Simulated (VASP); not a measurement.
**H: single point with r2SCAN**

The system is H.

```
CELL_PARAMETERS angstrom
1.70874 -2.83145 0.00000
1.70874 2.83145 0.00000
0.00000 0.00000 6.54435
ATOMIC_POSITIONS crystal
H 0.56781 0.43219 0.99951
H 0.43219 0.56781 0.00049
H 0.43219 0.56781 0.49951
H 0.56781 0.43219 0.50049
```

This cell differs from its parent crystal: functional r2SCAN, strained.

```yaml
Program: VASP 6.6.1
Task: single point
Functional: r2SCAN
Potentials_or_basis: VASP PAW PBE potentials, release 64 (H)
Cutoff: 520 eV
k_mesh: 8 × 8 × 4
Occupations: gaussian, width 0.02 eV
Spin: no spin polarisation
Dipole_correction: no
Further_INCAR_settings: ALGO = Normal; EDIFF = 1e-06; NBANDS = 10
```

* Pressure: -1.2 GPa
* Largest force: 0.889 eV/Å
* Band gap on the k mesh: 8.99 eV

Forces in eV/Å, atoms in the order of the input:
```
H    0.000  0.889  0.007
H    0.000 -0.889 -0.007
H    0.000 -0.889  0.007
H    0.000  0.889 -0.007
```

Stress tensor (GPa, compression positive):
```
 0.00  0.00  0.00
 0.00 -3.50  0.00
 0.00  0.00  0.01
```

Levels at points of the mesh, in eV from the valence-band top:
```csv
k point,band 1,band 2,band 3,band 4,band 5,band 6
"(0.00, 0.00, 0.00)",-1.60,-1.02,10.17,12.96,16.62,17.32
"(0.50, 0.00, 0.00)",-0.64,-0.23,9.98,12.05,13.88,15.58
"(0.50, 0.50, 0.00)",-0.39,0.00,8.99,10.70,14.37,15.61
"(0.00, 0.00, 0.50)",-1.33,-1.33,11.51,11.51,16.94,16.94
"(0.50, 0.00, 0.50)",-0.44,-0.44,10.74,10.74,15.27,15.27
"(0.50, 0.50, 0.50)",-0.20,-0.20,9.66,9.66,15.50,15.50
```

Wall time 2.3 min on 1 thread of Intel Xeon 6975P-C, with other jobs on the host, peak memory 0.2 GiB.

Caveat: the cell differs from its parent crystal (functional r2SCAN, strained); the PAW data sets were made with another functional, which shifts forces and pressure a little. A k mesh can miss the band edges.
